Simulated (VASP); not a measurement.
# Zr (P6_3/mmc) in VASP: a series of runs, part 2 of 3

VASP 6.6.1.

### Step 4. Single point, PBEsol (strain +0.030 along x and y, -0.030 along z)

Contents of INCAR:

```
PREC = Accurate ; ENCUT = 520
EDIFF = 1E-6 ; ISMEAR = 0
SIGMA = 0.15 ; LREAL = F
LASPH = T ; NELM = 60
ALGO = Fast ; ISIF = 2
LWAVE = F ; LCHARG = T
GGA = PS ; LELF = T
LVHAR = T ; NBANDS = 19
```

Contents of KPOINTS:

```
regular mesh
0
Gamma
  18 18 10
```

Contents of POSCAR:

```
Zr
1.0
    3.3289581692      0.0000000000      0.0000000000
   -1.6644790846      2.8829623427      0.0000000000
    0.0000000000      0.0000000000      4.9925900000
Zr
2
Direct
    0.3333333333      0.6666666667      0.2500000000
    0.6666666667      0.3333333333      0.7500000000
```

Potentials or basis: VASP PAW PBE potentials, release 64 (Zr_sv).

Run with:

```console
$ cat potpaw_PBE.64/Zr_sv/POTCAR > POTCAR
$ mpirun -np 1 vasp_std > vasp.out
```

OUTCAR:

```text
PREC = Accurate
   ENCUT = 520
   EDIFF = 1E-6
   ISMEAR = 0
   LREAL = F
   LASPH = T
   NELM = 60
   ISIF = 2
   GGA = PS

 ion  position               nearest neighbor table
   1  0.333  0.667  0.250-   2 3.15   2 3.15   2 3.15   2 3.15   2 3.15   2 3.15
   2  0.667  0.333  0.750-   1 3.15   1 3.15   1 3.15   1 3.15   1 3.15   1 3.15

  LATTYP: Found a hexagonal cell.
 ALAT       =     3.3289581692
 C/A-ratio  =     1.4997454898

  Lattice vectors:

 A1 = (   3.3289581692,   0.0000000000,   0.0000000000)
 A2 = (  -1.6644790846,   2.8829623427,   0.0000000000)
 A3 = (   0.0000000000,   0.0000000000,   4.9925900000)

Analysis of symmetry for initial positions (statically):
=====================================================================
 Subroutine PRICEL returns:
 Original cell was already a primitive cell.

 Routine SETGRP: Setting up the symmetry group for a
 hexagonal supercell.

 Subroutine GETGRP returns: Found 24 space group operations
 (whereof 12 operations were pure point group operations)
 out of a pool of 24 trial point group operations.

The static configuration has the point symmetry D_3d.
 The point group associated with its full space group is D_6h.

Analysis of symmetry for dynamics (positions and initial velocities):
=====================================================================
 Subroutine PRICEL returns:
 Original cell was already a primitive cell.

 Routine SETGRP: Setting up the symmetry group for a
 hexagonal supercell.

 Subroutine GETGRP returns: Found 24 space group operations
 (whereof 12 operations were pure point group operations)
 out of a pool of 24 trial point group operations.

The dynamic configuration has the point symmetry D_3d.
 The point group associated with its full space group is D_6h.

 Subroutine INISYM returns: Found 24 space group operations
 (whereof 12 operations are pure point group operations),
 and found     1 'primitive' translations

----------------------------------------------------------------------------------------

                                     Primitive cell

  volume of cell :      47.9152

  direct lattice vectors                    reciprocal lattice vectors
     3.328958169  0.000000000  0.000000000     0.300394282  0.173432720  0.000000000
    -1.664479085  2.882962343  0.000000000     0.000000000  0.346865439  0.000000000
     0.000000000  0.000000000  4.992590000     0.000000000  0.000000000  0.200296840

  length of vectors
     3.328958169  3.328958169  4.992590000     0.346865439  0.346865439  0.200296840

  position of ions in fractional coordinates (direct lattice)
     0.333333333  0.666666667  0.250000000
     0.666666667  0.333333333  0.750000000

  ion indices of the primitive-cell ions
   primitive index   ion index
                 1           1
                 2           2

----------------------------------------------------------------------------------------

 KPOINTS: regular mesh

Automatic generation of k-mesh.
 Grid dimensions read from file:
 generate k-points for:   18   18   10

 Generating k-lattice:

  Cartesian coordinates                     Fractional coordinates (reciprocal lattice)
     0.016688571  0.009635151  0.000000000     0.055555556  0.000000000  0.000000000
     0.000000000  0.019270302  0.000000000     0.000000000  0.055555556  0.000000000
     0.000000000  0.000000000  0.020029684     0.000000000  0.000000000  0.100000000

  Length of vectors
     0.019270302  0.019270302  0.020029684

  Shift w.r.t. Gamma in fractional coordinates (k-lattice)
     0.000000000  0.000000000  0.000000000

 Subroutine IBZKPT returns following result:
 ===========================================

 Found    222 irreducible k-points:

 Following reciprocal coordinates:
            Coordinates               Weight
  0.000000  0.000000  0.000000      1.000000
  0.055556  0.000000  0.000000      6.000000
  0.111111  0.000000  0.000000      6.000000
  0.166667  0.000000  0.000000      6.000000
  0.222222 -0.000000  0.000000      6.000000
  0.277778  0.000000  0.000000      6.000000
[... 16 lines left out ...]
  0.333333  0.111111  0.000000     12.000000
  0.388889  0.111111  0.000000     12.000000
 [... further k-points ...]
   k-points           NKPTS =    222   k-points in BZ     NKDIM =    222   number of bands    NBANDS=     19
   number of dos      NEDOS =    301   number of ions     NIONS =      2
   total plane-waves  NPLWV =  31360
   dimension x,y,z NGX =    28 NGY =   28 NGZ =   40
   dimension x,y,z NGXF=    56 NGYF=   56 NGZF=   80
   ions per type =               2
   NGX,Y,Z   is equivalent  to a cutoff of  13.98, 13.98, 13.32 a.u.
   NGXF,Y,Z  is equivalent  to a cutoff of  27.97, 27.97, 26.64 a.u.
 SYSTEM =  unknown system
   PREC   = accura    normal or accurate (medium, high low for compatibility)
   ISTART =      0    job   : 0-new  1-cont  2-samecut
   ICHARG =      2    charge: 1-file 2-atom 10-const
   ISPIN  =      1    spin polarized calculation?
   LNONCOLLINEAR =      F non collinear calculations
   LSORBIT =      F    spin-orbit coupling
   LASPH  =      T    aspherical Exc in radial PAW
   ENCUT  =  520.0 eV  38.22 Ry    6.18 a.u.   6.19  6.19  9.28*2*pi/ulx,y,z
   NELM   =     60;   NELMIN=  2; NELMDL= -5     # of ELM steps
   EDIFF  = 0.1E-05   stopping-criterion for ELM
   LREAL  =      F    real-space projection
   EDIFFG = 0.1E-04   stopping-criterion for IOM
   NSW    =      0    number of steps for IOM
   IBRION =     -1    ionic relax: 0-MD 1-quasi-New 2-CG
   NFREE  =      0    steps in history (QN), initial steepest desc. (CG)
   ISIF   =      2    stress and relaxation
   ISYM   =      2    0-nonsym 1-usesym 2-fastsym
   POTIM  = 0.5000    time-step for ionic-motion
   TEBEG  =    0.0;   TEEND  =   0.0 temperature during run
   PSTRESS=    0.0 pullay stress
   NELECT =      24.0000    total number of electrons
   NUPDOWN=      -1.0000    fix difference up-down
   EMIN   =  10.00;   EMAX   =-10.00  energy-range for DOS
   EFERMI =   0.00;   METHOD = LEGACY
   ISMEAR =     0;   SIGMA  =   0.15  broadening in eV -4-tet -1-fermi 0-gaus
   EFERMI_NEDOS =   21; number of points for ismear=-14 and -15
   IALGO  =     68    algorithm
   IMIX   =      4    mixing-type and parameters
     AMIX     =   0.40;   BMIX     =  1.00
     AMIX_MAG =   1.60;   BMIX_MAG =  1.00
  volume/ion in A,a.u.               =      23.96       161.67
  Fermi-wavevector in a.u.,A,eV,Ry     =   1.300132  2.456894 22.998522  1.690344
  Thomas-Fermi vector in A             =   2.431351
   LORBIT       =      0    0 simple, 1 ext, 2 COOP (PROOUT), +10 PAW based schemes
   GGA     = PS    functional components
   LHFCALC =     F    Hartree Fock is set to
   AEXX    =    0.0000 exact exchange contribution
   IVDW    =     0    specifies the selected vdW correction
   LEPSILON=     F    determine dielectric tensor
   LRPA    =     F    only Hartree local field effects (RPA)
 non-spin polarized calculation
 RMM-DIIS sequential band-by-band and
 Gauss-broadening in eV      SIGMA  =   0.15
  energy-cutoff  :      520.00
  volume of cell :       47.92
 maximum number of plane-waves:      1308
 NGX is ok and might be reduce to    28
   NGX = 13   NGY = 13   NGZ = 19

 number of electron      24.0000000 magnetization

 Free energy of the ion-electron system (eV)
  ---------------------------------------------------
  ext. energy  EPLUGINS =         0.00000000
  ---------------------------------------------------
  free energy    TOTEN  =       -18.08620461 eV

  energy without entropy =      -18.06504312  energy(sigma->0) =      -18.07562387

 E-fermi :   8.5649     XC(G=0): -11.0694

 val. band max:        8.5381918184   @ k =   0.2778   0.2778   0.3000
 cond. band min:       8.5686256923   @ k =   0.3889   0.1667   0.3000
 fundamental gap:      0.0304338739
 Fermi energy:         8.5648912129

 k-point     1 :       0.0000    0.0000    0.0000
  band No.  band energies     occupation
      1     -40.2662      2.00000
      2     -40.0940      2.00000
      3     -18.8252      2.00000
      4     -18.0255      2.00000
      5     -18.0255      2.00000
      6     -17.8482      2.00000
[... 11 lines left out ...]
     18      10.2168      0.00000
     19      12.7910      0.00000
[... 485 lines left out ...]
 k-point    24 :       0.3889    0.1111    0.0000
  band No.  band energies     occupation
      1     -40.1501      2.00000
      2     -40.0932      2.00000
      3     -18.5228      2.00000
      4     -18.4145      2.00000
      5     -18.3367      2.00000
      6     -18.2229      2.00000
[... 11 lines left out ...]
     18      13.7838      0.00000
     19      14.0062      0.00000

 [... further k-points ...]

------------------------ aborting loop because EDIFF is reached ----------------------------------------

  FORCE on cell =-STRESS in cart. coord.  units (eV):
  Direction    XX          YY          ZZ          XY          YZ          ZX
  --------------------------------------------------------------------------------------
  -------------------------------------------------------------------------------------
  Total       -2.1317602     -2.1317602     -0.5129341      0.0000000      0.0000000      0.0000000
  in kB      -71.2813183    -71.2813183    -17.1513751      0.0000000      0.0000000      0.0000000
  external PRESSURE =     -53.2380039 kB  Pullay stress =       0.0000000 kB

 VOLUME and BASIS-vectors are now :
 -----------------------------------------------------------------------------
  energy-cutoff  :      520.00
  volume of cell :       47.92
      direct lattice vectors                 reciprocal lattice vectors
     3.328958169  0.000000000  0.000000000     0.300394282  0.173432720  0.000000000
    -1.664479085  2.882962343  0.000000000     0.000000000  0.346865439  0.000000000
     0.000000000  0.000000000  4.992590000     0.000000000  0.000000000  0.200296840

 POSITION                                       TOTAL-FORCE (eV/Angst)
 -----------------------------------------------------------------------------------
     -0.00000      1.92197      1.24815         0.000000      0.000000      0.000000
      1.66448      0.96099      3.74444        -0.000000     -0.000000      0.000000
 -----------------------------------------------------------------------------------
    total drift:                                0.000000     -0.000000      0.000000

  FREE ENERGIE OF THE ION-ELECTRON SYSTEM (eV)
  ---------------------------------------------------
  free  energy   TOTEN  =       -18.0862046122 eV

  energy  without entropy=      -18.0650431195  energy(sigma->0) =      -18.07562387
```

It took 3.2 min on 1 thread of Intel Xeon 6975P-C (Granite Rapids), shared host; peak memory 0.29 GiB.

Results:

```
Free energy            : -18.0862 eV
Pressure               : -5.3 GPa
Band gap on the k mesh : zero (bands 12 and 13 overlap by 1.17 eV)
```

Stress tensor (GPa, compression positive):
```
-7.13  0.00  0.00
 0.00 -7.13  0.00
 0.00  0.00 -1.72
```

Caveat: the cell differs from its parent crystal (strain +0.030 along x and y, -0.030 along z); the cell stands under tension; the PAW data sets were made with another functional, which shifts forces and pressure a little.

### Step 5. Single point, PBEsol (strain +0.015 along x and y, +0.000 along z)

Contents of INCAR:

```
SYSTEM = Zr
  ALGO = Fast
  EDIFF = 1E-7
  ENCUT = 520
  GGA = PS
  ISIF = 2
  ISMEAR = 0
  LASPH = .True.
  LCHARG = .False.
  LREAL = .False.
  LWAVE = .False.
  NBANDS = 19
  NELM = 100
  PREC = Accurate
  SIGMA = 0.15
```

Contents of KPOINTS:

```
k-points
0
Gamma
  18 18 10
  0 0 0
```

Contents of POSCAR:

```
Zr
1.0
    3.2804781959      0.0000000000      0.0000000000
   -1.6402390979      2.8409774542      0.0000000000
    0.0000000000      0.0000000000      5.1470000000
Zr
2
Direct
    0.3333333333      0.6666666667      0.2500000000
    0.6666666667      0.3333333333      0.7500000000
```

Potentials or basis: VASP PAW PBE potentials, release 64 (Zr_sv).

Run with:

```console
$ cat potpaw_PBE.64/Zr_sv/POTCAR > POTCAR
$ mpirun -np 1 vasp_std > vasp.out
```

OUTCAR:

```text
SYSTEM = Zr
   EDIFF = 1E-7
   ENCUT = 520
   GGA = PS
   ISIF = 2
   ISMEAR = 0
   LASPH = .True.
   LREAL = .False.
   NELM = 100
   PREC = Accurate

 ion  position               nearest neighbor table
   1  0.333  0.667  0.250-   2 3.20   2 3.20   2 3.20   2 3.20   2 3.20   2 3.20
   2  0.667  0.333  0.750-   1 3.20   1 3.20   1 3.20   1 3.20   1 3.20   1 3.20

  LATTYP: Found a hexagonal cell.
 ALAT       =     3.2804781959
 C/A-ratio  =     1.5689785734

  Lattice vectors:

 A1 = (   3.2804781959,   0.0000000000,   0.0000000000)
 A2 = (  -1.6402390979,   2.8409774542,   0.0000000000)
 A3 = (   0.0000000000,   0.0000000000,   5.1470000000)

Analysis of symmetry for initial positions (statically):
=====================================================================
 Subroutine PRICEL returns:
 Original cell was already a primitive cell.

 Routine SETGRP: Setting up the symmetry group for a
 hexagonal supercell.

 Subroutine GETGRP returns: Found 24 space group operations
 (whereof 12 operations were pure point group operations)
 out of a pool of 24 trial point group operations.

The static configuration has the point symmetry D_3d.
[... 161 lines left out ...]

  energy without entropy =      -18.09252956  energy(sigma->0) =      -18.10401503

 E-fermi :   8.5433     XC(G=0): -11.0665

 val. band max:        8.5415501659   @ k =   0.3333   0.2778   0.3000
 cond. band min:       8.5515860409   @ k =   0.0556  -0.0000   0.5000
 fundamental gap:      0.0100358751
 Fermi energy:         8.5432901237

 k-point     1 :       0.0000    0.0000    0.0000
  band No.  band energies     occupation
      1     -40.2624      2.00000
      2     -40.1166      2.00000
      3     -18.7791      2.00000
      4     -17.9790      2.00000
      5     -17.9790      2.00000
      6     -17.8376      2.00000
[... 505 lines left out ...]
      6     -18.1958      2.00000
[... 11 lines left out ...]
     18      13.5500      0.00000
     19      14.1616      0.00000

 [... further k-points ...]

------------------------ aborting loop because EDIFF is reached ----------------------------------------

  FORCE on cell =-STRESS in cart. coord.  units (eV):
  Direction    XX          YY          ZZ          XY          YZ          ZX
  --------------------------------------------------------------------------------------
  -------------------------------------------------------------------------------------
  Total       -1.8521232     -1.8521232     -1.4049400     -0.0000000      0.0000000      0.0000000
  in kB      -61.8616273    -61.8616273    -46.9255377     -0.0000000      0.0000000      0.0000000
  external PRESSURE =     -56.8829308 kB  Pullay stress =       0.0000000 kB

 VOLUME and BASIS-vectors are now :
 -----------------------------------------------------------------------------
  energy-cutoff  :      520.00
  volume of cell :       47.97
      direct lattice vectors                 reciprocal lattice vectors
     3.280478196  0.000000000  0.000000000     0.304833607  0.175995765  0.000000000
    -1.640239098  2.840977454  0.000000000     0.000000000  0.351991530  0.000000000
     0.000000000  0.000000000  5.147000000     0.000000000  0.000000000  0.194287935

 POSITION                                       TOTAL-FORCE (eV/Angst)
 -----------------------------------------------------------------------------------
     -0.00000      1.89398      1.28675         0.000000     -0.000000      0.000000
      1.64024      0.94699      3.86025        -0.000000      0.000000      0.000000
 -----------------------------------------------------------------------------------
    total drift:                                0.000000     -0.000000      0.000000

  FREE ENERGIE OF THE ION-ELECTRON SYSTEM (eV)
  ---------------------------------------------------
  free  energy   TOTEN  =       -18.1155004909 eV

  energy  without entropy=      -18.0925295640  energy(sigma->0) =      -18.10401503
```

Run time: 2.2 min. Hardware: 1 thread of Intel Xeon 6975P-C (Granite Rapids), shared host; peak memory 0.28 GiB.

Results:

```
Free energy            : -18.1155 eV
Pressure               : -5.7 GPa
Band gap on the k mesh : zero (bands 12 and 13 overlap by 1.15 eV)
```

Stress tensor (GPa, compression positive):
```
-6.19  0.00  0.00
 0.00 -6.19  0.00
 0.00  0.00 -4.69
```

Levels at points of the mesh, in eV from the Fermi level:
```tsv
k point	band 10	band 11	band 12	band 13	band 14	band 15
(0.00, 0.00, 0.00)	-2.96	0.82	0.82	1.11	1.19	1.52
(0.50, 0.00, 0.00)	-2.48	-2.04	-0.32	0.44	0.82	1.48
(0.00, 0.00, 0.50)	-3.91	0.11	0.11	0.70	0.70	0.70
(0.50, 0.00, 0.50)	-2.79	-0.97	-0.97	1.51	1.51	2.08
```

Caveat: the cell differs from its parent crystal (strain +0.015 along x and y, +0.000 along z); the cell stands under tension; the PAW data sets were made with another functional, which shifts forces and pressure a little.

(Continued in part 3 of 3.)
